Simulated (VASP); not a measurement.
A run of VASP 6.6.1 is set up as follows.

The input INCAR:

```
PREC = Accurate
ENCUT = 520
EDIFF = 1E-6
ISMEAR = 0
SIGMA = 0.02
LREAL = Auto
LASPH = True
NELM = 60
ALGO = Normal
ISIF = 2
LWAVE = False
LCHARG = False
GGA = PS
NBANDS = 166
```

File KPOINTS:

```
Automatic mesh
0
Gamma
  2 2 2
  0.5 0.5 0.5
```

The input POSCAR:

```
GaAs
1.0
    5.6578590329      5.6578590329     -5.6578590329
   -5.6578590329     -5.6578590329     -5.6578590329
   -5.6578590329      5.6578590329      5.6578590329
Ga As
16 16
Direct
    0.2500000000      0.5000000000      0.2500000000
    0.5000000000      0.2500000000      0.2500000000
    0.7500000000      0.0000000000      0.2500000000
    0.7500000000      0.5000000000      0.7500000000
    0.0000000000      0.5000000000      0.5000000000
    0.2500000000      0.2500000000      0.5000000000
    0.5000000000      0.0000000000      0.5000000000
    0.7500000000      0.7500000000      0.5000000000
    1.0000000000      0.7500000000      0.2500000000
    0.5000000000      0.5000000000      0.0000000000
    0.7500000000      0.2500000000      0.0000000000
    0.0000000000      0.2500000000      0.7500000000
    0.2500000000      1.0000000000      0.7500000000
    0.5000000000      0.7500000000      0.7500000000
    0.0000000000      0.0000000000      0.0000000000
    0.2500000000      0.7500000000      0.0000000000
    0.2500000000      0.5000000000      0.0000000000
    0.5000000000      0.2500000000      0.0000000000
    0.7500000000      0.0000000000      0.0000000000
    0.7500000000      0.5000000000      0.5000000000
    0.0000000000      0.5000000000      0.2500000000
    0.2500000000      0.2500000000      0.2500000000
    0.5000000000      0.0000000000      0.2500000000
    0.7500000000      0.7500000000      0.2500000000
    0.0000000000      0.7500000000      0.0000000000
    0.5000000000      0.5000000000      0.7500000000
    0.7500000000      0.2500000000      0.7500000000
    0.0000000000      0.2500000000      0.5000000000
    0.2500000000      0.0000000000      0.5000000000
    0.5000000000      0.7500000000      0.5000000000
    0.0000000000      0.0000000000      0.7500000000
    0.2500000000      0.7500000000      0.7500000000
```

Potentials or basis: VASP PAW PBE potentials, release 64 (Ga_d, As).

Launch:

```sh
$ cat potpaw_PBE.64/Ga_d/POTCAR potpaw_PBE.64/As/POTCAR > POTCAR
$ mpirun -np 1 vasp_std > vasp.out
```

(1) Estimate the band gap on the k mesh.

(2) Predict the pressure.

Answers

(1) 2.03 eV.

(2) 0.2 GPa.

Caveat: the PAW data sets were made with another functional, which shifts forces and pressure a little; a shifted mesh leaves out Γ, where band edges can lie.
